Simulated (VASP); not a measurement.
# MgB2 (e600) (P6/mmm) in VASP: further runs, part 2 of 3

VASP 6.6.1. Earlier steps stand in the parts before.

### 3 Single point, PBE

This run uses another cell than the first one, of 9.63 Å³/atom, 0.995 times its volume.

The input, INCAR:

```
SYSTEM = MgB2
ALGO = Normal
EDIFF = 1E-7
ENCUT = 520
GGA = PE
ISIF = 2
ISMEAR = 0
LASPH = .TRUE.
LCHARG = .FALSE.
LREAL = .FALSE.
LWAVE = .FALSE.
NBANDS = 11
NELM = 60
PREC = Accurate
SIGMA = 0.1
```

The input, KPOINTS:

```
k-points
0
G
  15 15 12
  0 0 0
```

The input, POSCAR:

```
MgB2
1.0
    3.0726571626      0.0000000000      0.0000000000
   -1.5363285813      2.6609991599      0.0000000000
    0.0000000000      0.0000000000      3.5318417472
Mg B
1 2
Direct
    0.0000000000      0.0000000000      0.0000000000
    0.3333333333      0.6666666667      0.5000000000
    0.6666666667      0.3333333333      0.5000000000
```

Potentials or basis: VASP PAW PBE potentials, release 64 (Mg, B).

The run is started by

```console
cat potpaw_PBE.64/Mg/POTCAR potpaw_PBE.64/B/POTCAR > POTCAR
mpirun -np 1 vasp_std > vasp.out
```

OUTCAR:

```text
SYSTEM = MgB2
   EDIFF = 1E-7
   ENCUT = 520
   GGA = PE
   ISIF = 2
   ISMEAR = 0
   LASPH = .TRUE.
   LREAL = .FALSE.
   NELM = 60
   PREC = Accurate

 ion  position               nearest neighbor table
   1  0.000  0.000  0.000-   2 2.50   3 2.50   2 2.50   3 2.50   2 2.50   2 2.50   3 2.50   3 2.50
                             3 2.50   3 2.50   2 2.50   2 2.50
   2  0.333  0.667  0.500-   3 1.77   3 1.77   3 1.77   1 2.50   1 2.50   1 2.50   1 2.50   1 2.50
                             1 2.50
   3  0.667  0.333  0.500-   2 1.77   2 1.77   2 1.77   1 2.50   1 2.50   1 2.50   1 2.50   1 2.50
                             1 2.50

  LATTYP: Found a hexagonal cell.
 ALAT       =     3.0726571626
 C/A-ratio  =     1.1494421799

  Lattice vectors:

 A1 = (   3.0726571626,   0.0000000000,   0.0000000000)
 A2 = (  -1.5363285813,   2.6609991599,   0.0000000000)
 A3 = (   0.0000000000,   0.0000000000,   3.5318417472)

Analysis of symmetry for initial positions (statically):
=====================================================================
 Subroutine PRICEL returns:
 Original cell was already a primitive cell.

 Routine SETGRP: Setting up the symmetry group for a
 hexagonal supercell.

 Subroutine GETGRP returns: Found 24 space group operations
 (whereof 24 operations were pure point group operations)
 out of a pool of 24 trial point group operations.

The static configuration has the point symmetry D_6h.

Analysis of symmetry for dynamics (positions and initial velocities):
=====================================================================
 Subroutine PRICEL returns:
 Original cell was already a primitive cell.

 Routine SETGRP: Setting up the symmetry group for a
 hexagonal supercell.

 Subroutine GETGRP returns: Found 24 space group operations
 (whereof 24 operations were pure point group operations)
 out of a pool of 24 trial point group operations.

The dynamic configuration has the point symmetry D_6h.

 Subroutine INISYM returns: Found 24 space group operations
 (whereof 24 operations are pure point group operations),
 and found     1 'primitive' translations

----------------------------------------------------------------------------------------

                                     Primitive cell

  volume of cell :      28.8775

  direct lattice vectors                    reciprocal lattice vectors
     3.072657163  0.000000000  0.000000000     0.325451213  0.187899345  0.000000000
    -1.536328581  2.660999160  0.000000000     0.000000000  0.375798691  0.000000000
     0.000000000  0.000000000  3.531841747     0.000000000  0.000000000  0.283138394

  length of vectors
     3.072657163  3.072657163  3.531841747     0.375798691  0.375798691  0.283138394

  position of ions in fractional coordinates (direct lattice)
     0.000000000  0.000000000  0.000000000
     0.333333333  0.666666667  0.500000000
     0.666666667  0.333333333  0.500000000

  ion indices of the primitive-cell ions
   primitive index   ion index
                 1           1
                 2           2
                 3           3

----------------------------------------------------------------------------------------

 KPOINTS: k-points

Automatic generation of k-mesh.
[... 49 lines left out ...]
   number of dos      NEDOS =    301   number of ions     NIONS =      3
   total plane-waves  NPLWV =  16128
   dimension x,y,z NGX =    24 NGY =   24 NGZ =   28
   dimension x,y,z NGXF=    48 NGYF=   48 NGZF=   56
   ions per type =               1   2
   NGX,Y,Z   is equivalent  to a cutoff of  12.99, 12.99, 13.18 a.u.
   NGXF,Y,Z  is equivalent  to a cutoff of  25.97, 25.97, 26.36 a.u.
 SYSTEM =  MgB2
   PREC   = accura    normal or accurate (medium, high low for compatibility)
   ISTART =      0    job   : 0-new  1-cont  2-samecut
   ICHARG =      2    charge: 1-file 2-atom 10-const
   ISPIN  =      1    spin polarized calculation?
   LNONCOLLINEAR =      F non collinear calculations
   LSORBIT =      F    spin-orbit coupling
   LASPH  =      T    aspherical Exc in radial PAW
   ENCUT  =  520.0 eV  38.22 Ry    6.18 a.u.   5.71  5.71  6.57*2*pi/ulx,y,z
   NELM   =     60;   NELMIN=  2; NELMDL= -5     # of ELM steps
   EDIFF  = 0.1E-06   stopping-criterion for ELM
   LREAL  =      F    real-space projection
   EDIFFG = 0.1E-05   stopping-criterion for IOM
   NSW    =      0    number of steps for IOM
   IBRION =     -1    ionic relax: 0-MD 1-quasi-New 2-CG
   NFREE  =      0    steps in history (QN), initial steepest desc. (CG)
   ISIF   =      2    stress and relaxation
   ISYM   =      2    0-nonsym 1-usesym 2-fastsym
   POTIM  = 0.5000    time-step for ionic-motion
   TEBEG  =    0.0;   TEEND  =   0.0 temperature during run
   PSTRESS=    0.0 pullay stress
   NELECT =       8.0000    total number of electrons
   NUPDOWN=      -1.0000    fix difference up-down
   EMIN   =  10.00;   EMAX   =-10.00  energy-range for DOS
   EFERMI =   0.00;   METHOD = LEGACY
   ISMEAR =     0;   SIGMA  =   0.10  broadening in eV -4-tet -1-fermi 0-gaus
   EFERMI_NEDOS =   21; number of points for ismear=-14 and -15
   IALGO  =     38    algorithm
   IMIX   =      4    mixing-type and parameters
     AMIX     =   0.40;   BMIX     =  1.00
     AMIX_MAG =   1.60;   BMIX_MAG =  1.00
  volume/ion in A,a.u.               =       9.63        64.96
  Fermi-wavevector in a.u.,A,eV,Ry     =   1.067214  2.016742 15.496294  1.138945
  Thomas-Fermi vector in A             =   2.202823
   LORBIT       =      0    0 simple, 1 ext, 2 COOP (PROOUT), +10 PAW based schemes
   GGA     = PE    functional components
   LHFCALC =     F    Hartree Fock is set to
   AEXX    =    0.0000 exact exchange contribution
   IVDW    =     0    specifies the selected vdW correction
   LEPSILON=     F    determine dielectric tensor
   LRPA    =     F    only Hartree local field effects (RPA)
 non-spin polarized calculation
 Gauss-broadening in eV      SIGMA  =   0.10
  energy-cutoff  :      520.00
  volume of cell :       28.88
 maximum number of plane-waves:       793
 NGX is ok and might be reduce to    24
   NGX = 11   NGY = 11   NGZ = 13

 number of electron       8.0000000 magnetization

 Free energy of the ion-electron system (eV)
  ---------------------------------------------------
  ext. energy  EPLUGINS =         0.00000000
  ---------------------------------------------------
  free energy    TOTEN  =       -15.32519752 eV

  energy without entropy =      -15.32147224  energy(sigma->0) =      -15.32333488

 E-fermi :   5.2931     XC(G=0): -10.9303

 val. band max:        5.2925613622   @ k =   0.0667  -0.0000   0.0000
 cond. band min:       5.2984348033   @ k =   0.1333  -0.0000   0.3333
 fundamental gap:      0.0058734411
 Fermi energy:         5.2931361522

 k-point     1 :       0.0000    0.0000    0.0000
  band No.  band energies     occupation
      1      -7.1499      2.00000
      2       2.2911      2.00000
      3       5.6957      0.00000
      4       5.6957      0.00000
      5       6.8662      0.00000
      6      11.6907      0.00000
      7      11.6907      0.00000
      8      13.5428      0.00000
      9      15.3210      0.00000
     10      18.0970      0.00000
     11      21.4745      0.00000
[... 309 lines left out ...]
 k-point    24 :       0.4000    0.2000    0.0000
  band No.  band energies     occupation
      1      -2.7764      2.00000
      2      -2.0950      2.00000
      3       0.8913      2.00000
      4       6.0547      0.00000
      5       8.0140      0.00000
      6      10.8909      0.00000
      7      11.2486      0.00000
      8      13.3997      0.00000
      9      14.8297      0.00000
     10      17.1592      0.00000
     11      19.1416      0.00000

 [... further k-points ...]

------------------------ aborting loop because EDIFF is reached ----------------------------------------

  FORCE on cell =-STRESS in cart. coord.  units (eV):
  Direction    XX          YY          ZZ          XY          YZ          ZX
  --------------------------------------------------------------------------------------
  -------------------------------------------------------------------------------------
  Total       -0.0288368     -0.0288368     -0.0632870     -0.0000000     -0.0000000     -0.0000000
  in kB       -1.5999182     -1.5999182     -3.5112789     -0.0000000     -0.0000000     -0.0000000
  external PRESSURE =      -2.2370384 kB  Pullay stress =       0.0000000 kB

 VOLUME and BASIS-vectors are now :
 -----------------------------------------------------------------------------
  energy-cutoff  :      520.00
  volume of cell :       28.88
      direct lattice vectors                 reciprocal lattice vectors
     3.072657163  0.000000000  0.000000000     0.325451213  0.187899345  0.000000000
    -1.536328581  2.660999160  0.000000000     0.000000000  0.375798691  0.000000000
     0.000000000  0.000000000  3.531841747     0.000000000  0.000000000  0.283138394

 POSITION                                       TOTAL-FORCE (eV/Angst)
 -----------------------------------------------------------------------------------
      0.00000      0.00000      0.00000        -0.000000      0.000000      0.000000
     -0.00000      1.77400      1.76592        -0.000000      0.000000     -0.000000
      1.53633      0.88700      1.76592         0.000000      0.000000      0.000000
 -----------------------------------------------------------------------------------
    total drift:                                0.000000     -0.000000      0.000000

  FREE ENERGIE OF THE ION-ELECTRON SYSTEM (eV)
  ---------------------------------------------------
  free  energy   TOTEN  =       -15.3251975174 eV

  energy  without entropy=      -15.3214722375  energy(sigma->0) =      -15.32333488
```

OSZICAR:

```text
N       E                     dE             d eps       ncg     rms          rms(c)
DAV:   1     0.388262140998E+01    0.38826E+01   -0.37765E+03  4494   0.609E+02
DAV:   2    -0.164974380732E+02   -0.20380E+02   -0.19203E+02  5347   0.106E+02
DAV:   3    -0.170447557399E+02   -0.54732E+00   -0.54390E+00  5405   0.143E+01
DAV:   4    -0.170462359580E+02   -0.14802E-02   -0.14779E-02  4848   0.775E-01
DAV:   5    -0.170462413939E+02   -0.54359E-05   -0.54359E-05  5137   0.512E-02    0.530E+00
DAV:   6    -0.155735455669E+02    0.14727E+01   -0.18584E+00  4715   0.628E+00    0.250E+00
DAV:   7    -0.153297146688E+02    0.24383E+00   -0.94827E-01  4889   0.448E+00    0.770E-01
DAV:   8    -0.153333099207E+02   -0.35953E-02   -0.87991E-02  4663   0.163E+00    0.359E-01
DAV:   9    -0.153252786561E+02    0.80313E-02   -0.19027E-02  4647   0.626E-01    0.648E-02
DAV:  10    -0.153252043784E+02    0.74278E-04   -0.10783E-03  5134   0.184E-01    0.238E-02
DAV:  11    -0.153251978544E+02    0.65240E-05   -0.52321E-05  4678   0.438E-02    0.305E-03
DAV:  12    -0.153251975920E+02    0.26236E-06   -0.28866E-06  4706   0.851E-03    0.173E-03
DAV:  13    -0.153251975174E+02    0.74690E-07   -0.37763E-07  4782   0.323E-03
   1 F= -.15325198E+02 E0= -.15323335E+02  d E =-.372528E-02
```

Run time: 17 s. Hardware: 1 thread of Intel Xeon 6975P-C (Granite Rapids), shared host; peak memory 0.19 GiB.

What came out:

```yaml
Free_energy: -15.3252 eV
Pressure: -0.2 GPa
Band_gap_on_the_k_mesh: zero (band 4 reaches 7.07 eV, above the bottom of band 5 at 3.30 eV)
```

Levels at points of the mesh, in eV from the Fermi level:
```csv
k point,band 1,band 2,band 3,band 4,band 5,band 6,band 7,band 8
"(0.00, 0.00, 0.00)",-12.44,-3.00,0.40,0.40,1.57,6.40,6.40,8.25
"(0.00, 0.00, 0.50)",-11.19,-7.45,0.77,0.77,6.72,6.72,8.06,9.85
```

### 4 Single point, PBE

This run uses another cell than the first one, of 9.63 Å³/atom, 0.994 times its volume.

The input, INCAR:

```
ALGO = Normal ; EDIFF = 1E-6
ENCUT = 520 ; GGA = PE
ISIF = 2 ; ISMEAR = -1
LASPH = True ; LCHARG = False
LREAL = False ; LWAVE = False
NBANDS = 11 ; NELM = 100
PREC = Accurate ; SIGMA = 0.15
```

The input, KPOINTS:

```
k-points
0
Gamma
  15 15 12
```

The input, POSCAR:

```
MgB2
1.0
    3.0753138010      0.0000000000      0.0000000000
   -1.5376569005      2.6632998762      0.0000000000
    0.0000000000      0.0000000000      3.5256145404
Mg B
1 2
Direct
    0.0000000000      0.0000000000      0.0000000000
    0.3333333333      0.6666666667      0.5000000000
    0.6666666667      0.3333333333      0.5000000000
```

Potentials or basis: VASP PAW PBE potentials, release 64 (Mg, B).

The run is started by

```console
cat potpaw_PBE.64/Mg/POTCAR potpaw_PBE.64/B/POTCAR > POTCAR
mpirun -np 1 vasp_std > vasp.out
```

OUTCAR:

```text
EDIFF = 1E-6
   ENCUT = 520
   GGA = PE
   ISIF = 2
   ISMEAR = -1
   LASPH = True
   LREAL = False
   NELM = 100
   PREC = Accurate

 ion  position               nearest neighbor table
   1  0.000  0.000  0.000-   2 2.50   3 2.50   2 2.50   3 2.50   2 2.50   2 2.50   3 2.50   3 2.50
                             3 2.50   3 2.50   2 2.50   2 2.50
   2  0.333  0.667  0.500-   3 1.78   3 1.78   3 1.78   1 2.50   1 2.50   1 2.50   1 2.50   1 2.50
                             1 2.50
   3  0.667  0.333  0.500-   2 1.78   2 1.78   2 1.78   1 2.50   1 2.50   1 2.50   1 2.50   1 2.50
                             1 2.50

[... 535 lines left out ...]
  --------------------------------------------------------------------------------------
  -------------------------------------------------------------------------------------
  Total       -0.0295677     -0.0295677     -0.0693716      0.0000000     -0.0000000      0.0000000
  in kB       -1.6405277     -1.6405277     -3.8490004      0.0000000     -0.0000000      0.0000000
  external PRESSURE =      -2.3766853 kB  Pullay stress =       0.0000000 kB

 VOLUME and BASIS-vectors are now :
 -----------------------------------------------------------------------------
  energy-cutoff  :      520.00
  volume of cell :       28.88
      direct lattice vectors                 reciprocal lattice vectors
     3.075313801  0.000000000  0.000000000     0.325170069  0.187737027  0.000000000
    -1.537656901  2.663299876  0.000000000     0.000000000  0.375474053  0.000000000
     0.000000000  0.000000000  3.525614540     0.000000000  0.000000000  0.283638494

 POSITION                                       TOTAL-FORCE (eV/Angst)
 -----------------------------------------------------------------------------------
      0.00000      0.00000      0.00000        -0.000000      0.000000      0.000000
     -0.00000      1.77553      1.76281        -0.000000     -0.000000      0.000000
      1.53766      0.88777      1.76281         0.000000      0.000000     -0.000000
 -----------------------------------------------------------------------------------
    total drift:                                0.000000     -0.000000      0.000000

  FREE ENERGIE OF THE ION-ELECTRON SYSTEM (eV)
  ---------------------------------------------------
  free  energy   TOTEN  =       -15.3491611716 eV

  energy  without entropy=      -15.2993188844  energy(sigma->0) =      -15.32424003
```

It took 17 s on 1 thread of Intel Xeon 6975P-C (Granite Rapids), shared host; peak memory 0.19 GiB.

What came out:

| Item | Value |
| --- | --- |
| Free energy | -15.3492 eV |
| Pressure | -0.2 GPa |
| Band gap on the k mesh | zero (band 4 reaches 7.08 eV, above the bottom of band 5 at 3.30 eV) |

(Continued in part 3 of 3.)
